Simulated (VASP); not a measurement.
Runs of VASP 6.6.1 on SiC (Moissanite). The structure is that of space group P6_3mc (No. 186), or close to it. The cells are those of the table. 

| cell | gap on the mesh (eV) | pressure (GPa) | largest force (eV/Å) |
| --- | --- | --- | --- |
| a = 3.055, b = 3.055, c = 5.014 Å, angles 90.0, 90.0, 120.0°, 4 atoms | (b) | 5.3 | (a) |
| a = 3.146, b = 3.146, c = 5.163 Å, angles 90.0, 90.0, 120.0°, 4 atoms | 2.28 | -12.7 | 0.65 |
| a = 3.086, b = 3.086, c = 5.065 Å, angles 90.0, 90.0, 120.0°, 4 atoms | 2.18 | -1.6 | 0.73 |
| a = 3.024, b = 3.024, c = 4.962 Å, angles 90.0, 90.0, 120.0°, 4 atoms | 2.06 | 13.3 | (c) |

Alike in all rows: task single point; level PBEsol; potentials or basis VASP PAW PBE potentials, release 64 (Si, C); no spin polarisation; k mesh 12 × 12 × 4; cutoff (eV) 520; smearing gaussian 0.01 eV.

Task: Fill in the values left out.

Result: (a) 0.78; (b) 2.12; (c) 0.83.

Caveats: the PAW data sets were made with another functional, which shifts forces and pressure a little.

A k mesh can miss the band edges.
